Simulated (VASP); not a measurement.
Here is a VASP 6.6.1 calculation.

File INCAR:

```
SYSTEM = As
ALGO     = Normal         ! electronic algorithm
EDIFF    = 1E-6           ! SCF threshold, eV
EDIFFG   = -0.005         ! ionic threshold
ENCUT    = 600            ! plane-wave cutoff, eV
GGA      = PE             ! functional
IBRION   = 2              ! ionic algorithm
ISIF     = 3              ! what is computed and relaxed
ISMEAR   = -1             ! smearing method
LASPH    = .True.         ! aspherical terms in the spheres
LCHARG   = .False.        ! write CHGCAR
LREAL    = .False.        ! projectors in reciprocal space
LWAVE    = .False.        ! write WAVECAR
NELM     = 100            ! most SCF steps
NSW      = 60             ! ionic steps
PREC     = Accurate       ! precision mode
PSTRESS  = 1200.0       
SIGMA    = 0.05           ! smearing width, eV
```

Contents of KPOINTS:

```
k-points
0
Gamma
  18 18 18
  0 0 0
```

Contents of POSCAR:

```
As
1.0
    0.0000000000      1.7996845688      1.7996845688
    1.7996845688      0.0000000000      1.7996845688
    1.7996845688      1.7996845688      0.0000000000
As
1
Direct
    0.0000000000      0.0000000000      0.0000000000
```

Potentials or basis: VASP PAW PBE potentials, release 64 (As).

Run with:

```sh
$ cat potpaw_PBE.64/As/POTCAR > POTCAR
$ mpirun -np 1 vasp_std > vasp.out
```

Problem. Estimate the space group after relaxing (to 0.05 Å).

Solution. Fm-3m (No. 225).

Problem. What does it give for the relaxed volume?

Solution. 11.69 Å³/atom.

Problem. Estimate the relaxed cell.

Solution. a = 2.548 Å, b = 2.548 Å, c = 2.548 Å, α = 60.00°, β = 60.00°, γ = 60.00°.

Final structure:
```
As
1.0
     0.00000    1.80143    1.80143
     1.80143    0.00000    1.80143
     1.80143    1.80143    0.00000
As
1
Direct
  0.00000 0.00000 0.00000
```

Caveat: the cell is relaxed towards a set pressure, so the enthalpy falls and the energy may rise.
